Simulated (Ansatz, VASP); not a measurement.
CoO: VASP beside Ansatz

```xyz
2
Lattice="0.0000 2.1244 2.1244 2.1244 0.0000 2.1244 2.1244 2.1244 0.0000" Properties=species:S:1:pos:R:3 pbc="T T T"
Co    0.0000    0.0000    0.0000
O     2.1244    2.1244    2.1244
```

Change from the starting cell: volume scaled by 0.99, crystal datasets.

Alike in both runs: task electric field gradients; functional PBEsol; k mesh 16 × 16 × 16; occupations fermi-dirac, width 0.05 eV; collinear spin.

```csv
,VASP,Ansatz
version,VASP 6.6.1,Ansatz 0.2.0
potentials or method,"VASP PAW PBE potentials, release 64 (Co, O), cutoff 520 eV","all-electron PAW with datasets made for the crystal, scalar-relativistic"
```

```tsv
	VASP	Ansatz	Ansatz less VASP
pressure (GPa)	-9.7	-9.2	+0.51
net moment per atom (μB)	1.46	1.47	+0.012
size of the moment on the site where the two differ most (μB)	2.56	2.50	-0.059
```

VASP's potentials were made for PBE, not for PBEsol. Site moments also hang on the region over which each program counts them. Ansatz ran all-electron here, and VASP with PAW potentials.
